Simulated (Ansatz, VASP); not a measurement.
**Two plane-wave programs on HfTi2Ge3**

```xyz
6
Lattice="3.7629 0.0000 0.0000 0.0000 3.7629 0.0000 0.0000 0.0000 7.3974" Properties=species:S:1:pos:R:3 pbc="T T T"
Hf    1.8814    1.8814    0.0000
Ti    1.8814    0.0000    4.7700
Ti    0.0000    1.8814    2.6275
Ge    1.8814    0.0000    2.1864
Ge    0.0000    1.8814    5.2111
Ge    0.0000    0.0000    0.0000
```

Change from the starting cell: species swapped into the Hf2GaSb3 type (P-4m2, No. 115).

Alike in both runs: functional PBE; k mesh 5 × 5 × 2; occupations gaussian, width 0.2 eV; no spin polarisation.

Ansatz relaxed the structure, and its values are those at the end. VASP's run is a single point on that final structure, the one shown.

|  | VASP | Ansatz |
| --- | --- | --- |
| version | VASP 6.6.1 | Ansatz 0.2.0 |
| potentials or method | VASP PAW PBE potentials, release 64 (Hf_pv, Ti_sv, Ge_d), cutoff 520 eV | scalar-relativistic, plane waves, PAW |
| valence electrons in the cell | 76 | 92 |

|  | VASP | Ansatz | Ansatz less VASP |
| --- | --- | --- | --- |
| gap on the k mesh at the Fermi level (eV) | none | none | - |
| pressure (GPa) | 0.2 | 0.2 | +0.01 |
| rms of the force components (eV/Å) | 0.012 | 0.012 | 0.0000 |

A gap of «none» marks a metal or a gap that the smearing closes. The functional is the same, so the differences come from potentials, cutoffs and numerics. VASP's potentials hold 76 valence electrons a cell and Ansatz's 92, so a difference there can come from the potentials and not from the codes.

The k mesh is coarse, so the values compare programs but aren't converged. Neither program's run includes spin-orbit coupling.
